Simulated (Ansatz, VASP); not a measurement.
**One calculation of Sr, two programs**

File INCAR:

```
  PREC = Accurate
  ENCUT = 520
  EDIFF = 1E-6
  ISMEAR = 0
  SIGMA = 0.1
  LREAL = False
  LASPH = True
  NELM = 80
  ALGO = Fast
  ISIF = 2
  LWAVE = False
  LCHARG = True
  GGA = PS
  LELF = True
  LVHAR = True
  NBANDS = 17
```

The input KPOINTS:

```
regular mesh
0
Gamma
  12 12 10
```

POSCAR

```
Sr
1.0
    2.9579193978      2.9579193978      0.0000000000
   -2.9579193978      2.9579193978      0.0000000000
    0.0000000000      0.0000000000      6.0933139595
Sr
2
Direct
    0.0000000000      0.0000000000      0.0000000000
    0.5000000000      0.5000000000      0.5000000000
```

Input for Ansatz:

```yaml
crystal:
  lattice:
    - [2.9579193978, 2.9579193978, 0.0]
    - [-2.9579193978, 2.9579193978, 0.0]
    - [0.0, 0.0, 6.0933139595]
  atoms:
    - { symbol: Sr, position: [0.0, 0.0, 0.0] }
    - { symbol: Sr, position: [0.5, 0.5, 0.5] }
basis:
  ecutwfc: 420
kpoints:
  mp_grid: { grid: [12, 12, 10] }
hamiltonian:
  xc: pbesol
scf:
  occupations: { method: gaussian, width: 0.1 }
output:
  forces: true
  stress: true
  eigenvalues: true
```

Change from the starting cell: strain along c alone, the other axes held, atoms relaxed: +3.0 %.

Alike in both runs: task single point; functional PBEsol; k mesh 12 × 12 × 10; occupations gaussian, width 0.1 eV; no spin polarisation.

|  | VASP | Ansatz |
| --- | --- | --- |
| version | VASP 6.6.1 | Ansatz 0.2.0 |
| potentials or method | VASP PAW PBE potentials, release 64 (Sr_sv), cutoff 520 eV | scalar-relativistic, plane waves, PAW |
| valence electrons in the cell | 20 | 20 |

```tsv
	VASP	Ansatz	Ansatz less VASP
gap on the k mesh at the Fermi level (eV)	none	none	-
pressure (GPa)	-0.3	-0.3	-0.01
traceless stress, the component that is largest in VASP (GPa)	-0.13	-0.13	0.000
```

VASP's potentials were made for PBE, not for PBEsol. A gap of «none» marks a metal or a gap that the smearing closes.
